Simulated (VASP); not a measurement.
# GaP (SC16) (Pa-3) in VASP: single point with LDA

Aim: the single point of GaP (SC16) with LDA.

All numbers are computed with VASP 6.6.1; they aren't measurements. Logs are shortened: lines on timing, memory, paths and dates and some standing lists are left out, and cuts for length are marked.

## (1) The cell of the first run

Symmetry: Pa-3, No. 205, cubic system. The conventional cell has a = 6.360 Å, b = 6.360 Å, c = 6.360 Å, α = 90.00°, β = 90.00°, γ = 90.00°. Within 3.0 Å of Ga (site symmetry 3) lie 4 P at 2.28 Å. Within 3.0 Å of P (site symmetry 3) lie 4 Ga at 2.28 Å.

## (2) Single point, LDA

File INCAR:

```
SYSTEM = GaP
PREC = Accurate
ENCUT = 520
EDIFF = 1E-7
ISMEAR = 0
SIGMA = 0.03
LREAL = Auto
LASPH = .TRUE.
NELM = 100
ALGO = Normal
ISIF = 2
LWAVE = .FALSE.
LCHARG = .FALSE.
GGA = CA
NBANDS = 86
```

File KPOINTS:

```
regular mesh
0
G
  6 6 6
  0 0 0
```

File POSCAR:

```
GaP
1.0
    6.3603391274      0.0000000000      0.0000000000
    0.0000000000      6.3603391274      0.0000000000
    0.0000000000      0.0000000000      6.3603391274
Ga P
8 8
Direct
    0.1545298194      0.1545298194      0.1545298194
    0.8454701806      0.8454701806      0.8454701806
    0.3454701806      0.8454701806      0.6545298194
    0.6545298194      0.1545298194      0.3454701806
    0.6545298194      0.3454701806      0.8454701806
    0.3454701806      0.6545298194      0.1545298194
    0.8454701806      0.6545298194      0.3454701806
    0.1545298194      0.3454701806      0.6545298194
    0.6387490469      0.6387490469      0.6387490469
    0.3612509531      0.3612509531      0.3612509531
    0.8612509531      0.3612509531      0.1387490469
    0.1387490469      0.6387490469      0.8612509531
    0.1387490469      0.8612509531      0.3612509531
    0.8612509531      0.1387490469      0.6387490469
    0.3612509531      0.1387490469      0.8612509531
    0.6387490469      0.8612509531      0.1387490469
```

Potentials or basis: VASP PAW LDA potentials, release 64 (Ga_d, P).

Launch:

```console
cat potpaw_LDA.64/Ga_d/POTCAR potpaw_LDA.64/P/POTCAR > POTCAR
mpirun -np 1 vasp_std > vasp.out
```

OUTCAR:

```text
SYSTEM = GaP
   PREC = Accurate
   ENCUT = 520
   EDIFF = 1E-7
   ISMEAR = 0
   LREAL = Auto
   LASPH = .TRUE.
   NELM = 100
   ISIF = 2
   GGA = CA

 ion  position               nearest neighbor table
   1  0.155  0.155  0.155-  10 2.28  13 2.28  15 2.28  11 2.28
   2  0.845  0.845  0.845-   9 2.28  14 2.28  16 2.28  12 2.28
   3  0.345  0.845  0.655-  12 2.28  13 2.28  15 2.28   9 2.28
   4  0.655  0.155  0.345-  11 2.28  14 2.28  16 2.28  10 2.28
   5  0.655  0.345  0.845-  14 2.28  11 2.28   9 2.28  15 2.28
   6  0.345  0.655  0.155-  13 2.28  12 2.28  10 2.28  16 2.28
[... 8 lines left out ...]
  15  0.361  0.139  0.861-   8 2.28   3 2.28   1 2.28   5 2.28
  16  0.639  0.861  0.139-   7 2.28   4 2.28   2 2.28   6 2.28

  LATTYP: Found a simple cubic cell.
 ALAT       =     6.3603391274

  Lattice vectors:

 A1 = (   6.3603391274,   0.0000000000,   0.0000000000)
 A2 = (   0.0000000000,   6.3603391274,   0.0000000000)
 A3 = (   0.0000000000,   0.0000000000,   6.3603391274)

Analysis of symmetry for initial positions (statically):
=====================================================================
 Subroutine PRICEL returns:
 Original cell was already a primitive cell.

 Routine SETGRP: Setting up the symmetry group for a
 simple cubic supercell.

 Subroutine GETGRP returns: Found 24 space group operations
 (whereof  6 operations were pure point group operations)
 out of a pool of 48 trial point group operations.

The static configuration has the point symmetry S_6 .
 The point group associated with its full space group is T_h .

Analysis of symmetry for dynamics (positions and initial velocities):
=====================================================================
 Subroutine PRICEL returns:
 Original cell was already a primitive cell.

 Routine SETGRP: Setting up the symmetry group for a
 simple cubic supercell.

 Subroutine GETGRP returns: Found 24 space group operations
 (whereof  6 operations were pure point group operations)
 out of a pool of 48 trial point group operations.

The dynamic configuration has the point symmetry S_6 .
 The point group associated with its full space group is T_h .

 Subroutine INISYM returns: Found 24 space group operations
 (whereof  6 operations are pure point group operations),
 and found     1 'primitive' translations

----------------------------------------------------------------------------------------

                                     Primitive cell

  volume of cell :     257.3006

  direct lattice vectors                    reciprocal lattice vectors
[... 121 lines left out ...]
   ISYM   =      2    0-nonsym 1-usesym 2-fastsym
   POTIM  = 0.5000    time-step for ionic-motion
   TEBEG  =    0.0;   TEEND  =   0.0 temperature during run
   PSTRESS=    0.0 pullay stress
   NELECT =     144.0000    total number of electrons
   NUPDOWN=      -1.0000    fix difference up-down
   EMIN   =  10.00;   EMAX   =-10.00  energy-range for DOS
   EFERMI =   0.00;   METHOD = LEGACY
   ISMEAR =     0;   SIGMA  =   0.03  broadening in eV -4-tet -1-fermi 0-gaus
   EFERMI_NEDOS =   21; number of points for ismear=-14 and -15
   IALGO  =     38    algorithm
   IMIX   =      4    mixing-type and parameters
     AMIX     =   0.40;   BMIX     =  1.00
     AMIX_MAG =   1.60;   BMIX_MAG =  1.00
  volume/ion in A,a.u.               =      16.08       108.52
  Fermi-wavevector in a.u.,A,eV,Ry     =   1.349114  2.549456 24.764089  1.820109
  Thomas-Fermi vector in A             =   2.476728
   LORBIT       =      0    0 simple, 1 ext, 2 COOP (PROOUT), +10 PAW based schemes
   GGA     = CA    functional components
   LHFCALC =     F    Hartree Fock is set to
   AEXX    =    0.0000 exact exchange contribution
   IVDW    =     0    specifies the selected vdW correction
   LEPSILON=     F    determine dielectric tensor
   LRPA    =     F    only Hartree local field effects (RPA)
 non-spin polarized calculation
 Gauss-broadening in eV      SIGMA  =   0.03
  energy-cutoff  :      520.00
  volume of cell :      257.30
 maximum number of plane-waves:      6968
   NGX = 23   NGY = 23   NGZ = 23

 number of electron     143.9999970 magnetization

 Free energy of the ion-electron system (eV)
  ---------------------------------------------------
  ext. energy  EPLUGINS =         0.00000000
  ---------------------------------------------------
  free energy    TOTEN  =       -80.32041372 eV

  energy without entropy =      -80.32041372  energy(sigma->0) =      -80.32041372

 E-fermi :   7.7225     XC(G=0): -11.3847

 val. band max:        7.6070046014   @ k =   0.0000   0.0000   0.0000
 cond. band min:       7.8339558376   @ k =   0.0000   0.0000   0.0000
 fundamental gap:      0.2269512363
 Fermi energy:         7.7225094492

 k-point     1 :       0.0000    0.0000    0.0000
  band No.  band energies     occupation
      1      -8.1344      2.00000
      2      -8.1344      2.00000
      3      -8.1344      2.00000
      4      -8.1316      2.00000
      5      -8.0691      2.00000
      6      -8.0691      2.00000
[... 2077 lines left out ...]
     83      10.8800      0.00000
     84      10.8800      0.00000
 [bands above 84 left out]

------------------------ aborting loop because EDIFF is reached ----------------------------------------

  FORCE on cell =-STRESS in cart. coord.  units (eV):
  Direction    XX          YY          ZZ          XY          YZ          ZX
  --------------------------------------------------------------------------------------
  -------------------------------------------------------------------------------------
  Total       19.5659108     19.5659108     19.5659108      0.0000000      0.0000000     -0.0000000
  in kB      121.8343735    121.8343735    121.8343735      0.0000000      0.0000000     -0.0000000
  external PRESSURE =     121.8343735 kB  Pullay stress =       0.0000000 kB

 VOLUME and BASIS-vectors are now :
 -----------------------------------------------------------------------------
  energy-cutoff  :      520.00
  volume of cell :      257.30
      direct lattice vectors                 reciprocal lattice vectors
     6.360339127  0.000000000  0.000000000     0.157224321  0.000000000  0.000000000
     0.000000000  6.360339127  0.000000000     0.000000000  0.157224321  0.000000000
     0.000000000  0.000000000  6.360339127     0.000000000  0.000000000  0.157224321

 POSITION                                       TOTAL-FORCE (eV/Angst)
 -----------------------------------------------------------------------------------
      0.98286      0.98286      0.98286         0.000003      0.000003      0.000003
      5.37748      5.37748      5.37748        -0.000003     -0.000003     -0.000003
      2.19731      5.37748      4.16303        -0.000003     -0.000003      0.000003
      4.16303      0.98286      2.19731         0.000003      0.000003     -0.000003
      4.16303      2.19731      5.37748         0.000003     -0.000003     -0.000003
      2.19731      4.16303      0.98286        -0.000003      0.000003      0.000003
[... 8 lines left out ...]
      2.29768      0.88249      5.47785         0.000122     -0.000122      0.000122
      4.06266      5.47785      0.88249        -0.000122      0.000122     -0.000122
 -----------------------------------------------------------------------------------
    total drift:                                0.000000     -0.000000      0.000000

  FREE ENERGIE OF THE ION-ELECTRON SYSTEM (eV)
  ---------------------------------------------------
  free  energy   TOTEN  =       -80.3204137199 eV

  energy  without entropy=      -80.3204137197  energy(sigma->0) =      -80.32041372
```

It took 12 min on 1 thread of Intel Xeon Platinum 8259CL at 2.50GHz (Skylake/Cascade Lake), shared host; peak memory 0.46 GiB.

Results:

| Property | Result |
| --- | --- |
| Free energy | -80.3204 eV |
| Pressure | 12.2 GPa |
| Band gap on the k mesh | 0.23 eV, direct |
